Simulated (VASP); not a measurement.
ZnS:

```
Zn S
1.0
     0.00000    2.69409    2.58632
     2.69409    0.00000    2.58632
     2.69409    2.69409    0.00000
Zn S
1 1
Direct
  0.00000 0.00000 0.00000
  0.25000 0.25000 0.25000
```

This cell differs from its parent crystal: uniaxial z strain -4.0%.

Base run:

* Program: VASP 6.6.1
* Functional: HSE06
* Potentials or basis: VASP PAW PBE potentials, release 64 (Zn, S)
* Cutoff: 520 eV
* k mesh: 6 × 6 × 6
* Occupations: gaussian, width 0.01 eV
* Spin: no spin polarisation

Its results: band gap on the k mesh 3.47 eV; pressure 5.2 GPa.

Q: The run is repeated on the same cell with these changes: functional from HSE06 to r2SCAN; k mesh from 6 × 6 × 6 to 8 × 8 × 8. What comes out?

A: Band gap on the k mesh 2.81 eV; pressure 3.5 GPa.

Several settings changed at once.

Caveats: the cell stands under pressure; the PAW data sets were made with another functional, which shifts forces and pressure a little.

